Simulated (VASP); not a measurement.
# Ta (P6/mmm) in VASP: notebook, part 2 of 2

VASP 6.6.1.

## 4. Single point, PBE

This run uses another cell than the first one, of 10.97 Å³/atom, 1.004 times its volume.

INCAR reads:

```
  ALGO = Normal
  EDIFF = 1E-6
  ENCUT = 500
  GGA = PE
  GGA_COMPAT = False
  ISIF = 2
  ISMEAR = -1
  LASPH = True
  LCHARG = False
  LREAL = False
  LWAVE = False
  NBANDS = 26
  NELM = 120
  PREC = Accurate
  SIGMA = 0.05
```

KPOINTS reads:

```
k-points
0
Gamma
  9 9 13
```

POSCAR reads:

```
Ta
1.0
    4.0473393231      0.0000000000      0.0000000000
   -2.0236696616      3.5050986716      0.0000000000
    0.0000000000      0.0000000000      2.3193183419
Ta
3
Direct
    0.0000000000      0.0000000000      0.0000000000
    0.3333333333      0.6666666667      0.5000000000
    0.6666666667      0.3333333333      0.5000000000
```

Potentials or basis: VASP PAW PBE potentials, release 64 (Ta_sv_GW).

Run with:

```
$ cat potpaw_PBE.64/Ta_sv_GW/POTCAR > POTCAR
$ mpirun -np 1 vasp_std > vasp.out
```

OUTCAR:

```text
EDIFF = 1E-6
   ENCUT = 500
   GGA = PE
   ISIF = 2
   ISMEAR = -1
   LASPH = True
   LREAL = False
   NELM = 120
   PREC = Accurate

 ion  position               nearest neighbor table
   1  0.000  0.000  0.000-   2 2.61   3 2.61   2 2.61   3 2.61   3 2.61   3 2.61   2 2.61   2 2.61
                             3 2.61   3 2.61   2 2.61   2 2.61
   2  0.333  0.667  0.500-   3 2.34   3 2.34   3 2.34   1 2.61   1 2.61   1 2.61   1 2.61   1 2.61
                             1 2.61   3 3.29   3 3.29   3 3.29   3 3.29   3 3.29   3 3.29
   3  0.667  0.333  0.500-   2 2.34   2 2.34   2 2.34   1 2.61   1 2.61   1 2.61   1 2.61   1 2.61
                             1 2.61   2 3.29   2 3.29   2 3.29   2 3.29   2 3.29   2 3.29

  LATTYP: Found a hexagonal cell.
 ALAT       =     4.0473393231
 C/A-ratio  =     0.5730476634

  Lattice vectors:

 A1 = (   4.0473393231,   0.0000000000,   0.0000000000)
 A2 = (  -2.0236696616,   3.5050986716,   0.0000000000)
 A3 = (   0.0000000000,   0.0000000000,   2.3193183419)

Analysis of symmetry for initial positions (statically):
=====================================================================
 Subroutine PRICEL returns:
 Original cell was already a primitive cell.

 Routine SETGRP: Setting up the symmetry group for a
 hexagonal supercell.

 Subroutine GETGRP returns: Found 24 space group operations
 (whereof 24 operations were pure point group operations)
 out of a pool of 24 trial point group operations.

The static configuration has the point symmetry D_6h.

Analysis of symmetry for dynamics (positions and initial velocities):
=====================================================================
 Subroutine PRICEL returns:
 Original cell was already a primitive cell.

 Routine SETGRP: Setting up the symmetry group for a
 hexagonal supercell.

 Subroutine GETGRP returns: Found 24 space group operations
 (whereof 24 operations were pure point group operations)
 out of a pool of 24 trial point group operations.

The dynamic configuration has the point symmetry D_6h.

 Subroutine INISYM returns: Found 24 space group operations
 (whereof 24 operations are pure point group operations),
 and found     1 'primitive' translations

----------------------------------------------------------------------------------------

                                     Primitive cell

  volume of cell :      32.9026

  direct lattice vectors                    reciprocal lattice vectors
     4.047339323  0.000000000  0.000000000     0.247075899  0.142649337  0.000000000
    -2.023669662  3.505098672  0.000000000     0.000000000  0.285298673  0.000000000
     0.000000000  0.000000000  2.319318342     0.000000000  0.000000000  0.431161166

  length of vectors
     4.047339323  4.047339323  2.319318342     0.285298673  0.285298673  0.431161166

  position of ions in fractional coordinates (direct lattice)
     0.000000000  0.000000000  0.000000000
     0.333333333  0.666666667  0.500000000
     0.666666667  0.333333333  0.500000000

  ion indices of the primitive-cell ions
   primitive index   ion index
                 1           1
                 2           2
                 3           3

----------------------------------------------------------------------------------------

 KPOINTS: k-points

Automatic generation of k-mesh.
 Grid dimensions read from file:
 generate k-points for:    9    9   13

 Generating k-lattice:

  Cartesian coordinates                     Fractional coordinates (reciprocal lattice)
     0.027452878  0.015849926  0.000000000     0.111111111  0.000000000  0.000000000
     0.000000000  0.031699853  0.000000000     0.000000000  0.111111111  0.000000000
     0.000000000  0.000000000  0.033166244     0.000000000  0.000000000  0.076923077

  Length of vectors
     0.031699853  0.031699853  0.033166244

  Shift w.r.t. Gamma in fractional coordinates (k-lattice)
     0.000000000  0.000000000  0.000000000

 Subroutine IBZKPT returns following result:
 ===========================================

 Found     84 irreducible k-points:

 Following reciprocal coordinates:
            Coordinates               Weight
  0.000000  0.000000  0.000000      1.000000
  0.111111  0.000000  0.000000      6.000000
  0.222222  0.000000  0.000000      6.000000
  0.333333  0.000000  0.000000      6.000000
  0.444444  0.000000  0.000000      6.000000
  0.111111  0.111111  0.000000      6.000000
[... 16 lines left out ...]
  0.333333  0.222222  0.076923     24.000000
  0.333333  0.333333  0.076923      4.000000
 [... further k-points ...]
   k-points           NKPTS =     84   k-points in BZ     NKDIM =     84   number of bands    NBANDS=     26
   number of dos      NEDOS =    301   number of ions     NIONS =      3
   total plane-waves  NPLWV =  16200
   dimension x,y,z NGX =    30 NGY =   30 NGZ =   18
   dimension x,y,z NGXF=    60 NGYF=   60 NGZF=   36
   ions per type =               3
   NGX,Y,Z   is equivalent  to a cutoff of  12.32, 12.32, 12.90 a.u.
   NGXF,Y,Z  is equivalent  to a cutoff of  24.65, 24.65, 25.80 a.u.
 SYSTEM =  unknown system
   PREC   = accura    normal or accurate (medium, high low for compatibility)
   ISTART =      0    job   : 0-new  1-cont  2-samecut
   ICHARG =      2    charge: 1-file 2-atom 10-const
   ISPIN  =      1    spin polarized calculation?
   LNONCOLLINEAR =      F non collinear calculations
   LSORBIT =      F    spin-orbit coupling
   LASPH  =      T    aspherical Exc in radial PAW
   ENCUT  =  500.0 eV  36.75 Ry    6.06 a.u.   7.38  7.38  4.23*2*pi/ulx,y,z
   NELM   =    120;   NELMIN=  2; NELMDL= -5     # of ELM steps
   EDIFF  = 0.1E-05   stopping-criterion for ELM
   LREAL  =      F    real-space projection
   EDIFFG = 0.1E-04   stopping-criterion for IOM
   NSW    =      0    number of steps for IOM
   IBRION =     -1    ionic relax: 0-MD 1-quasi-New 2-CG
   NFREE  =      0    steps in history (QN), initial steepest desc. (CG)
   ISIF   =      2    stress and relaxation
   ISYM   =      2    0-nonsym 1-usesym 2-fastsym
   POTIM  = 0.5000    time-step for ionic-motion
   TEBEG  =    0.0;   TEEND  =   0.0 temperature during run
   PSTRESS=    0.0 pullay stress
   NELECT =      39.0000    total number of electrons
   NUPDOWN=      -1.0000    fix difference up-down
   EMIN   =  10.00;   EMAX   =-10.00  energy-range for DOS
   EFERMI =   0.00;   METHOD = LEGACY
   ISMEAR =    -1;   SIGMA  =   0.05  broadening in eV -4-tet -1-fermi 0-gaus
   EFERMI_NEDOS =   21; number of points for ismear=-14 and -15
   IALGO  =     38    algorithm
   IMIX   =      4    mixing-type and parameters
     AMIX     =   0.40;   BMIX     =  1.00
     AMIX_MAG =   1.60;   BMIX_MAG =  1.00
  volume/ion in A,a.u.               =      10.97        74.01
  Fermi-wavevector in a.u.,A,eV,Ry     =   1.732552  3.274049 40.841106  3.001737
  Thomas-Fermi vector in A             =   2.806707
   LORBIT       =      0    0 simple, 1 ext, 2 COOP (PROOUT), +10 PAW based schemes
   GGA     = PE    functional components
   LHFCALC =     F    Hartree Fock is set to
   AEXX    =    0.0000 exact exchange contribution
   IVDW    =     0    specifies the selected vdW correction
   LEPSILON=     F    determine dielectric tensor
   LRPA    =     F    only Hartree local field effects (RPA)
 non-spin polarized calculation
  energy-cutoff  :      500.00
  volume of cell :       32.90
 maximum number of plane-waves:       857
 NGX is ok and might be reduce to    30
   NGX = 15   NGY = 15   NGZ =  9

 number of electron      39.0000008 magnetization

 Free energy of the ion-electron system (eV)
  ---------------------------------------------------
  ext. energy  EPLUGINS =         0.00000000
  ---------------------------------------------------
  free energy    TOTEN  =       -29.74466609 eV

  energy without entropy =      -29.73563295  energy(sigma->0) =      -29.74014952

 E-fermi :  19.1522     XC(G=0): -16.0440

 val. band max:       19.1444114586   @ k =   0.2222   0.0000   0.0000
 cond. band min:      19.1552209826   @ k =   0.2222   0.2222   0.4615
 fundamental gap:      0.0108095240
 Fermi energy:        19.1521579755

 k-point     1 :       0.0000    0.0000    0.0000
  band No.  band energies     occupation
      1     -48.6151      2.00000
      2     -47.6825      2.00000
      3     -47.5769      2.00000
      4     -16.7304      2.00000
      5     -16.7304      2.00000
      6     -15.8115      2.00000
[... 685 lines left out ...]
     25      25.8032      0.00000
     26      25.8032      0.00000

 [... further k-points ...]

------------------------ aborting loop because EDIFF is reached ----------------------------------------

  FORCE on cell =-STRESS in cart. coord.  units (eV):
  Direction    XX          YY          ZZ          XY          YZ          ZX
  --------------------------------------------------------------------------------------
  -------------------------------------------------------------------------------------
  Total       55.3836857     55.3836857     55.4502892     -0.0000000      0.0000000      0.0000000
  in kB     2696.8836437   2696.8836438   2700.1268686     -0.0000000      0.0000000      0.0000000
  external PRESSURE =    2697.9647187 kB  Pullay stress =       0.0000000 kB

 VOLUME and BASIS-vectors are now :
 -----------------------------------------------------------------------------
  energy-cutoff  :      500.00
  volume of cell :       32.90
      direct lattice vectors                 reciprocal lattice vectors
     4.047339323  0.000000000  0.000000000     0.247075899  0.142649337  0.000000000
    -2.023669662  3.505098672  0.000000000     0.000000000  0.285298673  0.000000000
     0.000000000  0.000000000  2.319318342     0.000000000  0.000000000  0.431161166

 POSITION                                       TOTAL-FORCE (eV/Angst)
 -----------------------------------------------------------------------------------
      0.00000      0.00000      0.00000         0.000000      0.000000      0.000000
     -0.00000      2.33673      1.15966         0.000000      0.000000      0.000000
      2.02367      1.16837      1.15966        -0.000000      0.000000      0.000000
 -----------------------------------------------------------------------------------
    total drift:                               -0.000000      0.000000      0.000000

  FREE ENERGIE OF THE ION-ELECTRON SYSTEM (eV)
  ---------------------------------------------------
  free  energy   TOTEN  =       -29.7446660917 eV

  energy  without entropy=      -29.7356329490  energy(sigma->0) =      -29.74014952
```

OSZICAR:

```text
N       E                     dE             d eps       ncg     rms          rms(c)
DAV:   1     0.347151478461E+03    0.34715E+03   -0.25187E+04  4376   0.153E+03
DAV:   2    -0.137589000030E+02   -0.36091E+03   -0.35441E+03  5710   0.423E+02
DAV:   3    -0.298734961710E+02   -0.16115E+02   -0.15936E+02  5426   0.843E+01
DAV:   4    -0.302982297027E+02   -0.42473E+00   -0.42446E+00  5250   0.129E+01
DAV:   5    -0.303094364944E+02   -0.11207E-01   -0.11206E-01  5182   0.181E+00    0.234E+02
DAV:   6    -0.298333823277E+02    0.47605E+00   -0.68718E-01  4612   0.630E+00    0.138E+02
DAV:   7    -0.297597087130E+02    0.73674E-01   -0.93061E-01  4894   0.710E+00    0.233E+01
DAV:   8    -0.297459023535E+02    0.13806E-01   -0.62262E-02  4680   0.192E+00    0.195E+01
DAV:   9    -0.297427913477E+02    0.31110E-02   -0.70873E-03  5102   0.673E-01    0.883E+00
DAV:  10    -0.297447656087E+02   -0.19743E-02   -0.47154E-03  4588   0.736E-01    0.258E+00
DAV:  11    -0.297446630801E+02    0.10253E-03   -0.54710E-04  5374   0.185E-01    0.187E+00
DAV:  12    -0.297446660886E+02   -0.30085E-05   -0.20543E-05  4828   0.338E-02    0.996E-01
DAV:  13    -0.297446660917E+02   -0.31159E-08   -0.24686E-07  2594   0.403E-03
   1 F= -.29744666E+02 E0= -.29740150E+02  d E =-.903314E-02
```

stdout:

```text
POSCAR found type information on POSCAR Ta
 POSCAR found :  1 types and       3 ions
 scaLAPACK will be used
 LDA part: xc-table for (Slater+PW92), standard interpolation
 POSCAR, INCAR and KPOINTS ok, starting setup
 FFT: planning ... GRIDC
 FFT: planning ... GRID_SOFT
 FFT: planning ... GRID
 WAVECAR not read
 entering main loop
```

It took 49 s on 1 thread of Intel Xeon 6975P-C (Granite Rapids), shared host; peak memory 0.19 GiB.

What came out:

```
Free energy : -29.7447 eV
Pressure    : 269.8 GPa
```

Stress tensor (GPa, compression positive):
```
269.69   0.00   0.00
  0.00 269.69   0.00
  0.00   0.00 270.01
```

Caveat: spin-orbit coupling is left out, which moves the levels of the heavy elements.

## 5. The runs side by side

| potentials or basis | cell | cutoff (eV) | second run | gap on the mesh (eV) | pressure (GPa) |
| --- | --- | --- | --- | --- | --- |
| VASP PAW PBE potentials, release 64 (Ta_pv) | a = 4.043, b = 4.043, c = 2.316 Å, angles 90.0, 90.0, 120.0°, 3 atoms | 520 | - | none | 279.2 |
| VASP PAW PBE potentials, release 64 (Ta_pv) | a = 4.047, b = 4.047, c = 2.319 Å, angles 90.0, 90.0, 120.0°, 3 atoms | 520 | - | none | 275.1 |
| VASP PAW PBE potentials, release 64 (Ta_sv_GW) | a = 4.047, b = 4.047, c = 2.319 Å, angles 90.0, 90.0, 120.0°, 3 atoms | 500 | valence_matched | none | 269.8 |

Alike in all rows: task single point; level PBE; no spin polarisation; k mesh 9 × 9 × 13; smearing fermi-dirac 0.05 eV.

Caveats: spin-orbit coupling is left out, which moves the levels of the heavy elements.

Total energies depend on the potentials used, so only differences within one code and one set of settings carry meaning.
